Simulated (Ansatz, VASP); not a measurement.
K in VASP and in Ansatz

```
CELL_PARAMETERS angstrom
0.00000 3.39187 3.39187
3.39187 0.00000 3.39187
3.39187 3.39187 0.00000
ATOMIC_POSITIONS crystal
K 0.00000 0.00000 0.00000
```

Alike in both runs: task electric field gradients; functional r2SCAN; k mesh 11 × 11 × 11; occupations fermi-dirac, width 0.05 eV; no spin polarisation.

|  | VASP | Ansatz |
| --- | --- | --- |
| version | VASP 6.6.1 | Ansatz 0.2.0 |
| potentials or method | VASP PAW PBE potentials, release 64 (K_sv) | PAW with Ansatz's default frozen-core files, scalar-relativistic |
| plane-wave cutoff (eV) | 520 | 500 |
| valence electrons in the cell | 9 | 9 |

```csv
,VASP,Ansatz,Ansatz less VASP
pressure (GPa),-0.1,-0.1,+0.02
```

VASP's potentials were made for PBE, not for r2SCAN.
